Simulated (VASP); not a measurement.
A run of VASP 6.6.1:

The input INCAR:

```
SYSTEM = Au
  PREC = Accurate
  ENCUT = 520
  EDIFF = 1E-7
  ISMEAR = 0
  SIGMA = 0.15
  LREAL = .False.
  LASPH = .True.
  NELM = 60
  ALGO = Fast
  ISIF = 2
  LWAVE = .False.
  LCHARG = .False.
  GGA = PE
  NBANDS = 12
```

The input KPOINTS:

```
Automatic mesh
0
Gamma
  24 24 24
  0 0 0
```

File POSCAR:

```
Au
1.0
    0.0000000000      2.1414100056      2.1414100056
    2.1414100056      0.0000000000      2.1414100056
    2.1414100056      2.1414100056      0.0000000000
Au
1
Direct
    0.0000000000      0.0000000000      0.0000000000
```

Potentials or basis: VASP PAW PBE potentials, release 64 (Au).

Launch:

```bash
$ cat potpaw_PBE.64/Au/POTCAR > POTCAR
$ mpirun -np 1 vasp_std > vasp.out
```

Hardware: 1 thread of AMD EPYC 7R43 64-Core Processor (Zen 3), on a shared host.

Q: How long does it take, and how much memory?

A: Run time: 98 s on 1 thread of AMD EPYC 7R43 64-Core Processor (Zen 3) (shared host), peak memory 0.19 GiB. Counts: scf iterations 13, k points 413.
